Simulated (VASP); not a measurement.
CoO, 2 atoms in the cell. The structure is tetragonal, space group I4/mmm (No. 139). The conventional cell has a = 3.016 Å, b = 3.016 Å, c = 4.214 Å, α = 90.00°, β = 90.00°, γ = 90.00°. Within 2.8 Å of Co (site symmetry 4/mmm) lie 6 O at 2.11 to 2.13 Å. Within 2.8 Å of O (site symmetry 4/mmm) lie 6 Co at 2.11 to 2.13 Å. 

| Item | Value |
| --- | --- |
| Program | VASP 6.6.1 |
| Task | single point |
| Functional | PBE |
| Potentials or basis | VASP PAW PBE potentials, release 64 (Co, O) |
| Cutoff | 520 eV |
| k mesh | 12 × 12 × 12 |
| Occupations | gaussian, width 0.02 eV |
| Spin | collinear spin, ferromagnetic start |
| Starting moments | [4.5, 0.0] μB |
| Hubbard terms | Co d U = 3.32 eV |
| Dipole correction | no |
| Further INCAR settings | ALGO = Normal; EDIFF = 1e-06; NBANDS = 18 |

Potentials or basis: VASP PAW PBE potentials, release 64 (Co, O).

The run is started by

```sh
$ cat potpaw_PBE.64/Co/POTCAR potpaw_PBE.64/O/POTCAR > POTCAR
$ mpirun -np 1 vasp_std > vasp.out
```

Hardware: 1 thread of Intel(R) Xeon(R) 6975P-C (Granite Rapids), on a shared host.

Question: How long does it take, and how much memory?

Answer: It took 55 s on 1 thread of Intel(R) Xeon(R) 6975P-C (Granite Rapids), with other jobs on the host, peak memory 0.21 GiB. Counts: scf iterations 17, k points 163.
